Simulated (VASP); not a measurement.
Here is a VASP 6.6.1 calculation.

The input INCAR:

```
PREC = Accurate ; ENCUT = 520
EDIFF = 1E-7 ; ISMEAR = -1
SIGMA = 0.1 ; LREAL = False
LASPH = True ; NELM = 150
ALGO = Normal ; ISIF = 2
LWAVE = False ; LCHARG = True
LNONCOLLINEAR = True ; MAGMOM = 0 0 0
LORBIT = 11 ; LSORBIT = True
GGA_COMPAT = False ; LORBMOM = True
GGA = B5 ; ALDAX = 1.0
AGGAX = 1.0 ; AGGAC = 1.0
ALDAC = 0.0 ; IVDW = 13
VDW_S6 = 1.0 ; VDW_S8 = 2.34076671
VDW_A1 = 0.44488865 ; VDW_A2 = 4.0933009
LVHAR = True ; NBANDS = 16
```

KPOINTS

```
regular mesh
0
Gamma
  7 7 7
```

The input POSCAR:

```
Sb
1.0
   -1.8713408863      1.8713408863      1.8713408863
    1.8713408863     -1.8713408863      1.8713408863
    1.8713408863      1.8713408863     -1.8713408863
Sb
1
Direct
    0.0000000000      0.0000000000      0.0000000000
```

Potentials or basis: VASP PAW PBE potentials, release 64 (Sb).

Launch:

```sh
$ cat potpaw_PBE.64/Sb/POTCAR > POTCAR
$ mpirun -np 1 vasp_ncl > vasp.out
```

Question: Predict the pressure.

Answer: 3.3 GPa.

Question: Predict the net moment.

Answer: 0.00 μB per cell.

Question: Estimate the dispersion energy per atom.

Answer: -1.095 eV.

Moments on the atoms (μB; x, y, z):
```
Sb  0.00 0.00 0.00
```

Caveat: the PAW data sets were made with another functional, which shifts forces and pressure a little.
